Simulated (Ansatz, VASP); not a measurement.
CdSe in VASP and in Ansatz

```
Cd Se
1.0
     4.30208    0.00000    0.00000
    -2.15104    3.72571    0.00000
     0.00000    0.00000    7.02178
Cd Se
2 2
Direct
  0.33333 0.66667 0.00014
  0.66667 0.33333 0.50014
  0.33333 0.66667 0.37586
  0.66667 0.33333 0.87586
```

Alike in both runs: functional PBEsol; k mesh 15 × 15 × 8; occupations gaussian, width 0.02 eV; no spin polarisation.

Ansatz relaxed the structure, and its values are those at the end. VASP's run is a single point on that final structure, the one shown.

```csv
,VASP,Ansatz
version,VASP 6.6.1,Ansatz 0.2.0
potentials or method,"VASP PAW PBE potentials, release 64 (Cd, Se), cutoff 520 eV","scalar-relativistic, plane waves, PAW"
valence electrons in the cell,36,72
```

```csv
,VASP,Ansatz,Ansatz less VASP
gap on the k mesh at the Fermi level (eV),0.54,0.54,-0.002
least direct gap on the mesh (eV),0.54,0.54,-0.002
pressure (GPa),0.3,0.0,-0.33
```

VASP's potentials were made for PBE, not for PBEsol, and Ansatz warns of the same on its side. With one functional, cell and mesh, what is left measures potentials, basis and numerics. VASP's potentials hold 36 valence electrons a cell and Ansatz's 72, so a difference there can come from the potentials and not from the codes.
